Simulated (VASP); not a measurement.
# Bi in VASP: further runs

The runs below take Bi through single point, with PBE.

Everything below comes from runs of VASP 6.6.1. Logs are shortened: lines on timing, memory, paths and dates and some standing lists are left out, and cuts for length are marked.

### 1 The cell of the first run

The cell holds a slab with vacuum, 2 atoms: a = 4.140 Å, b = 4.140 Å, c = 28.000 Å, α = 90.00°, β = 90.00°, γ = 120.00°.

### 2 Single point, PBE

Contents of INCAR:

```
SYSTEM = Bi
  PREC = Accurate
  ENCUT = 520
  EDIFF = 1E-7
  ISMEAR = 0
  SIGMA = 0.02
  LREAL = .FALSE.
  LASPH = .TRUE.
  NELM = 100
  ALGO = Normal
  ISIF = 2
  LWAVE = .FALSE.
  LCHARG = .FALSE.
  LDIPOL = .TRUE.
  IDIPOL = 3
  DIPOL = 0.5 0.5 0.500
  GGA = PE
  NBANDS = 22
```

Contents of KPOINTS:

```
Automatic mesh
0
G
  9 9 1
  0 0 0
```

Contents of POSCAR:

```
Bi
1.0
    4.1400000000      0.0000000000      0.0000000000
   -2.0700000000      3.5853451717      0.0000000000
    0.0000000000      0.0000000000     28.0000000000
Bi
2
Direct
    0.3333333333      0.6666666667      0.5000000000
    0.6666666667      0.3333333333      0.5000000000
```

Potentials or basis: VASP PAW PBE potentials, release 64 (Bi_d).

Run with:

```console
$ cat potpaw_PBE.64/Bi_d/POTCAR > POTCAR
$ mpirun -np 1 vasp_std > vasp.out
```

OUTCAR:

```text
SYSTEM = Bi
   PREC = Accurate
   ENCUT = 520
   EDIFF = 1E-7
   ISMEAR = 0
   LREAL = .FALSE.
   LASPH = .TRUE.
   NELM = 100
   ISIF = 2
   GGA = PE

 ion  position               nearest neighbor table
   1  0.333  0.667  0.500-   2 2.39   2 2.39   2 2.39
   2  0.667  0.333  0.500-   1 2.39   1 2.39   1 2.39

  LATTYP: Found a hexagonal cell.
 ALAT       =     4.1400000000
 C/A-ratio  =     6.7632850242

  Lattice vectors:

 A1 = (   4.1400000000,   0.0000000000,   0.0000000000)
 A2 = (  -2.0700000000,   3.5853451717,   0.0000000000)
 A3 = (   0.0000000000,   0.0000000000,  28.0000000000)

Analysis of symmetry for initial positions (statically):
=====================================================================
 Subroutine PRICEL returns:
 Original cell was already a primitive cell.

 Routine SETGRP: Setting up the symmetry group for a
 hexagonal supercell.

 Subroutine GETGRP returns: Found 24 space group operations
 (whereof 24 operations were pure point group operations)
 out of a pool of 24 trial point group operations.

The static configuration has the point symmetry D_6h.

Analysis of symmetry for dynamics (positions and initial velocities):
=====================================================================
 Subroutine PRICEL returns:
 Original cell was already a primitive cell.

 Routine SETGRP: Setting up the symmetry group for a
 hexagonal supercell.

 Subroutine GETGRP returns: Found 24 space group operations
 (whereof 24 operations were pure point group operations)
 out of a pool of 24 trial point group operations.

The dynamic configuration has the point symmetry D_6h.

 Subroutine INISYM returns: Found 24 space group operations
 (whereof 24 operations are pure point group operations),
 and found     1 'primitive' translations

----------------------------------------------------------------------------------------

                                     Primitive cell

  volume of cell :     415.6132

  direct lattice vectors                    reciprocal lattice vectors
     4.140000000  0.000000000  0.000000000     0.241545894  0.139456587  0.000000000
    -2.070000000  3.585345172  0.000000000     0.000000000  0.278913174  0.000000000
     0.000000000  0.000000000 28.000000000     0.000000000  0.000000000  0.035714286

  length of vectors
     4.140000000  4.140000000 28.000000000     0.278913174  0.278913174  0.035714286

  position of ions in fractional coordinates (direct lattice)
     0.333333333  0.666666667  0.500000000
     0.666666667  0.333333333  0.500000000

  ion indices of the primitive-cell ions
   primitive index   ion index
                 1           1
                 2           2

----------------------------------------------------------------------------------------

 KPOINTS: Automatic mesh

Automatic generation of k-mesh.
 Grid dimensions read from file:
 generate k-points for:    9    9    1

 Generating k-lattice:

  Cartesian coordinates                     Fractional coordinates (reciprocal lattice)
     0.026838433  0.015495176  0.000000000     0.111111111  0.000000000  0.000000000
     0.000000000  0.030990353  0.000000000     0.000000000  0.111111111  0.000000000
     0.000000000  0.000000000  0.035714286     0.000000000  0.000000000  1.000000000

  Length of vectors
     0.030990353  0.030990353  0.035714286

  Shift w.r.t. Gamma in fractional coordinates (k-lattice)
     0.000000000  0.000000000  0.000000000

 Subroutine IBZKPT returns following result:
 ===========================================

 Found     12 irreducible k-points:

 Following reciprocal coordinates:
            Coordinates               Weight
  0.000000  0.000000  0.000000      1.000000
  0.111111  0.000000  0.000000      6.000000
  0.222222  0.000000  0.000000      6.000000
  0.333333  0.000000  0.000000      6.000000
  0.444444  0.000000  0.000000      6.000000
  0.111111  0.111111  0.000000      6.000000
  0.222222  0.111111  0.000000     12.000000
  0.333333  0.111111  0.000000     12.000000
  0.444444  0.111111  0.000000      6.000000
  0.222222  0.222222  0.000000      6.000000
  0.333333  0.222222  0.000000     12.000000
  0.333333  0.333333  0.000000      2.000000
   k-points           NKPTS =     12   k-points in BZ     NKDIM =     12   number of bands    NBANDS=     22
   number of dos      NEDOS =    301   number of ions     NIONS =      2
   total plane-waves  NPLWV = 215040
   dimension x,y,z NGX =    32 NGY =   32 NGZ =  210
   dimension x,y,z NGXF=    64 NGYF=   64 NGZF=  420
   ions per type =               2
   NGX,Y,Z   is equivalent  to a cutoff of  12.85, 12.85, 12.47 a.u.
   NGXF,Y,Z  is equivalent  to a cutoff of  25.70, 25.70, 24.94 a.u.
 SYSTEM =  Bi
   PREC   = accura    normal or accurate (medium, high low for compatibility)
   ISTART =      0    job   : 0-new  1-cont  2-samecut
   ICHARG =      2    charge: 1-file 2-atom 10-const
   ISPIN  =      1    spin polarized calculation?
   LNONCOLLINEAR =      F non collinear calculations
   LSORBIT =      F    spin-orbit coupling
   LASPH  =      T    aspherical Exc in radial PAW
   ENCUT  =  520.0 eV  38.22 Ry    6.18 a.u.   7.70  7.70 52.06*2*pi/ulx,y,z
   NELM   =    100;   NELMIN=  2; NELMDL= -5     # of ELM steps
   EDIFF  = 0.1E-06   stopping-criterion for ELM
   LREAL  =      F    real-space projection
   EDIFFG = 0.1E-05   stopping-criterion for IOM
   NSW    =      0    number of steps for IOM
   IBRION =     -1    ionic relax: 0-MD 1-quasi-New 2-CG
   NFREE  =      0    steps in history (QN), initial steepest desc. (CG)
   ISIF   =      2    stress and relaxation
   ISYM   =      2    0-nonsym 1-usesym 2-fastsym
   POTIM  = 0.5000    time-step for ionic-motion
   TEBEG  =    0.0;   TEEND  =   0.0 temperature during run
   PSTRESS=    0.0 pullay stress
   NELECT =      30.0000    total number of electrons
   NUPDOWN=      -1.0000    fix difference up-down
   EMIN   =  10.00;   EMAX   =-10.00  energy-range for DOS
   EFERMI =   0.00;   METHOD = LEGACY
   ISMEAR =     0;   SIGMA  =   0.02  broadening in eV -4-tet -1-fermi 0-gaus
   EFERMI_NEDOS =   21; number of points for ismear=-14 and -15
   IALGO  =     38    algorithm
   IMIX   =      4    mixing-type and parameters
     AMIX     =   0.40;   BMIX     =  1.00
     AMIX_MAG =   1.60;   BMIX_MAG =  1.00
  volume/ion in A,a.u.               =     207.81      1402.35
  Fermi-wavevector in a.u.,A,eV,Ry     =   0.681635  1.288104  6.321632  0.464627
  Thomas-Fermi vector in A             =   1.760475
   LORBIT       =      0    0 simple, 1 ext, 2 COOP (PROOUT), +10 PAW based schemes
   GGA     = PE    functional components
   LHFCALC =     F    Hartree Fock is set to
   AEXX    =    0.0000 exact exchange contribution
   IVDW    =     0    specifies the selected vdW correction
   LEPSILON=     F    determine dielectric tensor
   LRPA    =     F    only Hartree local field effects (RPA)
 non-spin polarized calculation
 Gauss-broadening in eV      SIGMA  =   0.02
  energy-cutoff  :      520.00
  volume of cell :      415.61
 maximum number of plane-waves:     11247
 NGX is ok and might be reduce to    32
   NGX = 15   NGY = 15   NGZ =105

 number of electron      30.0000003 magnetization

 dipolmoment           0.000000      0.000000     -0.000000 electrons x Angstroem

 Free energy of the ion-electron system (eV)
  ---------------------------------------------------
  ext. energy  EPLUGINS =         0.00000000
  ---------------------------------------------------
  free energy    TOTEN  =         0.46678395 eV

  energy without entropy =        0.46845617  energy(sigma->0) =        0.46762006

 E-fermi :  -1.6270     XC(G=0):  -1.8053

 val. band max:       -1.7889274118   @ k =   0.3333   0.1111   0.0000
 cond. band min:      -1.6269860879   @ k =   0.2222   0.1111   0.0000
 fundamental gap:      0.1619413239
 Fermi energy:        -1.6269871694

 k-point     1 :       0.0000    0.0000    0.0000
  band No.  band energies     occupation
      1     -26.5584      2.00000
      2     -26.4901      2.00000
      3     -26.4901      2.00000
      4     -26.0280      2.00000
      5     -26.0280      2.00000
      6     -25.6162      2.00000
[... 14 lines left out ...]
     21       2.2036      0.00000
     22       2.2827      0.00000

 k-point     2 :       0.1111    0.0000    0.0000
  band No.  band energies     occupation
      1     -26.6304      2.00000
      2     -26.6005      2.00000
      3     -26.5224      2.00000
      4     -26.0393      2.00000
      5     -26.0107      2.00000
      6     -25.4943      2.00000
[... 14 lines left out ...]
     21       2.1181      0.00000
     22       2.3467      0.00000

 k-point     3 :       0.2222    0.0000    0.0000
  band No.  band energies     occupation
      1     -26.8384      2.00000
      2     -26.8017      2.00000
      3     -26.5007      2.00000
      4     -26.0666      2.00000
      5     -25.9627      2.00000
      6     -25.2786      2.00000
[... 14 lines left out ...]
     21       2.7722      0.00000
     22       2.9429      0.00000

 k-point     4 :       0.3333    0.0000    0.0000
  band No.  band energies     occupation
      1     -27.0201      2.00000
      2     -26.9700      2.00000
      3     -26.4693      2.00000
      4     -26.0958      2.00000
      5     -25.8974      2.00000
      6     -25.2698      2.00000
[... 14 lines left out ...]
     21       3.6155      0.00000
     22       3.8382      0.00000

 k-point     5 :       0.4444    0.0000    0.0000
  band No.  band energies     occupation
      1     -27.1205      2.00000
      2     -27.0615      2.00000
      3     -26.4481      2.00000
      4     -26.1139      2.00000
      5     -25.8443      2.00000
      6     -25.3338      2.00000
[... 117 lines left out ...]
 k-point    10 :       0.2222    0.2222    0.0000
  band No.  band energies     occupation
      1     -27.2291      2.00000
      2     -26.7927      2.00000
      3     -26.5496      2.00000
      4     -26.1290      2.00000
      5     -25.8192      2.00000
      6     -25.3529      2.00000
[... 14 lines left out ...]
     21       3.5267      0.00000
     22       4.0031      0.00000

 k-point    11 :       0.3333    0.2222    0.0000
  band No.  band energies     occupation
      1     -27.3304      2.00000
      2     -26.7929      2.00000
      3     -26.5661      2.00000
      4     -26.1519      2.00000
      5     -25.7252      2.00000
      6     -25.4542      2.00000
[... 14 lines left out ...]
     21       4.2689      0.00000
     22       4.5350      0.00000

 k-point    12 :       0.3333    0.3333    0.0000
  band No.  band energies     occupation
      1     -27.3788      2.00000
      2     -26.6736      2.00000
      3     -26.6736      2.00000
      4     -26.1648      2.00000
      5     -25.5908      2.00000
      6     -25.5908      2.00000
[... 14 lines left out ...]
     21       3.8987      0.00000
     22       5.3127      0.00000

------------------------ aborting loop because EDIFF is reached ----------------------------------------

 vacuum level on the upper side and lower side of the slab       (xc-potential included)        -0.007        -0.007

  FORCE on cell =-STRESS in cart. coord.  units (eV):
  Direction    XX          YY          ZZ          XY          YZ          ZX
  --------------------------------------------------------------------------------------
  -------------------------------------------------------------------------------------
  Total       39.1375549     39.1375549     -0.0348091      0.0000000      0.0000000      0.0000000
  in kB      150.8741814    150.8741814     -0.1341881      0.0000000      0.0000000      0.0000000
  external PRESSURE =     100.5380583 kB  Pullay stress =       0.0000000 kB

 VOLUME and BASIS-vectors are now :
 -----------------------------------------------------------------------------
  energy-cutoff  :      520.00
  volume of cell :      415.61
      direct lattice vectors                 reciprocal lattice vectors
     4.140000000  0.000000000  0.000000000     0.241545894  0.139456587  0.000000000
    -2.070000000  3.585345172  0.000000000     0.000000000  0.278913174  0.000000000
     0.000000000  0.000000000 28.000000000     0.000000000  0.000000000  0.035714286

 POSITION                                       TOTAL-FORCE (eV/Angst)
 -----------------------------------------------------------------------------------
     -0.00000      2.39023     14.00000         0.000000      0.000000      0.000000
      2.07000      1.19512     14.00000        -0.000000      0.000000      0.000000
 -----------------------------------------------------------------------------------
    total drift:                                0.000000      0.000000     -0.000000

  FREE ENERGIE OF THE ION-ELECTRON SYSTEM (eV)
  ---------------------------------------------------
  free  energy   TOTEN  =         0.4667839544 eV

  energy  without entropy=        0.4684561685  energy(sigma->0) =        0.46762006

 vacuum level on the upper side and lower side of the slab         1.748         1.748
```

It took 82 s on 1 thread of Intel Xeon 6975P-C (Granite Rapids), shared host; peak memory 0.52 GiB.

What came out:

- Free energy: 0.4668 eV
- Band gap on the k mesh: zero (band 15 reaches -1.34 eV, above the bottom of band 16 at -2.01 eV)

Caveat: spin-orbit coupling is left out, which moves the levels of the heavy elements.

### 3 Single point, PBE

This run uses another cell than the first one, of 236.76 Å³/atom, 1.139 times its volume.

Contents of INCAR:

```
PREC = Accurate
ENCUT = 520
EDIFF = 1E-6
ISMEAR = 0
SIGMA = 0.02
LREAL = False
LASPH = True
NELM = 100
ALGO = Normal
ISIF = 2
LWAVE = False
LCHARG = False
LDIPOL = True
IDIPOL = 3
DIPOL = 0.5 0.5 0.500
GGA = PE
NBANDS = 22
```

Contents of KPOINTS:

```
regular mesh
0
Gamma
  9 9 1
```

Contents of POSCAR:

```
Bi
1.0
    4.4190000000      0.0000000000      0.0000000000
   -2.2095000000      3.8269662593      0.0000000000
    0.0000000000      0.0000000000     28.0000000000
Bi
2
Direct
    0.3333333333      0.6666666667      0.5000000000
    0.6666666667      0.3333333333      0.5000000000
```

Potentials or basis: VASP PAW PBE potentials, release 64 (Bi_d).

Run with:

```console
$ cat potpaw_PBE.64/Bi_d/POTCAR > POTCAR
$ mpirun -np 1 vasp_std > vasp.out
```

Run time: 2.1 min. Hardware: 1 thread of Intel Xeon 6975P-C (Granite Rapids), shared host; peak memory 0.57 GiB.

The run converged. Its results:

```yaml
Free_energy: -3.5058 eV
Band_gap_on_the_k_mesh: zero (band 15 reaches -1.79 eV, above the bottom of band 16 at -2.56 eV)
```

Levels at points of the mesh, in eV from the Fermi level:
| k point | band 12 | band 13 | band 14 | band 15 | band 16 | band 17 | band 18 | band 19 |
| --- | --- | --- | --- | --- | --- | --- | --- | --- |
| (0.00, 0.00, 0.00) | -5.35 | -3.81 | -2.54 | -2.54 | 2.50 | 2.50 | 2.53 | 3.70 |

Caveat: spin-orbit coupling is left out, which moves the levels of the heavy elements.

### 4 Single point, PBE

This run uses another cell than the first one, of 251.89 Å³/atom, 1.212 times its volume.

Contents of INCAR:

```
SYSTEM = Bi
ALGO = Normal
DIPOL = 0.5 0.5 0.500
EDIFF = 1E-7
ENCUT = 520
GGA = PE
IDIPOL = 3
ISIF = 2
ISMEAR = 0
LASPH = .TRUE.
LCHARG = .FALSE.
LDIPOL = .TRUE.
LREAL = .FALSE.
LWAVE = .FALSE.
NBANDS = 22
NELM = 60
PREC = Accurate
SIGMA = 0.02
```

Contents of KPOINTS:

```
k-points
0
G
  9 9 1
  0 0 0
```

Contents of POSCAR:

```
Bi
1.0
    4.5580000000      0.0000000000      0.0000000000
   -2.2790000000      3.9473437904      0.0000000000
    0.0000000000      0.0000000000     28.0000000000
Bi
2
Direct
    0.3333333333      0.6666666667      0.5000000000
    0.6666666667      0.3333333333      0.5000000000
```

Run with:

```console
$ cat potpaw_PBE.64/Bi_d/POTCAR > POTCAR
$ mpirun -np 1 vasp_std > vasp.out
```

It took 1.9 min on 1 thread of Intel Xeon 6975P-C (Granite Rapids), shared host; peak memory 0.58 GiB.

The run converged. Its results:

| Property | Result |
| --- | --- |
| Free energy | -4.7114 eV |
| Band gap on the k mesh | zero (band 15 reaches -2.11 eV, above the bottom of band 16 at -2.71 eV) |

Levels at points of the mesh, in eV from the Fermi level:
| k point | band 11 | band 12 | band 13 | band 14 | band 15 | band 16 | band 17 | band 18 | band 19 | band 20 |
| --- | --- | --- | --- | --- | --- | --- | --- | --- | --- | --- |
| (0.00, 0.00, 0.00) | -14.27 | -6.03 | -3.49 | -2.61 | -2.61 | 2.23 | 2.23 | 2.63 | 3.53 | 3.78 |

Caveat: spin-orbit coupling is left out, which moves the levels of the heavy elements.

### 5 The runs side by side

```tsv
cell	gap on the mesh (eV)
a = 4.140, b = 4.140, c = 28.000 Å, angles 90.0, 90.0, 120.0°, 2 atoms	none
a = 4.419, b = 4.419, c = 28.000 Å, angles 90.0, 90.0, 120.0°, 2 atoms	none
a = 4.558, b = 4.558, c = 28.000 Å, angles 90.0, 90.0, 120.0°, 2 atoms	none
```

Alike in all rows: task single point; level PBE; potentials or basis VASP PAW PBE potentials, release 64 (Bi_d); no spin polarisation; k mesh 9 × 9 × 1; cutoff (eV) 520; smearing gaussian 0.02 eV.

Caveats: spin-orbit coupling is left out, which moves the levels of the heavy elements.

Total energies depend on the potentials used, so only differences within one code and one set of settings carry meaning.
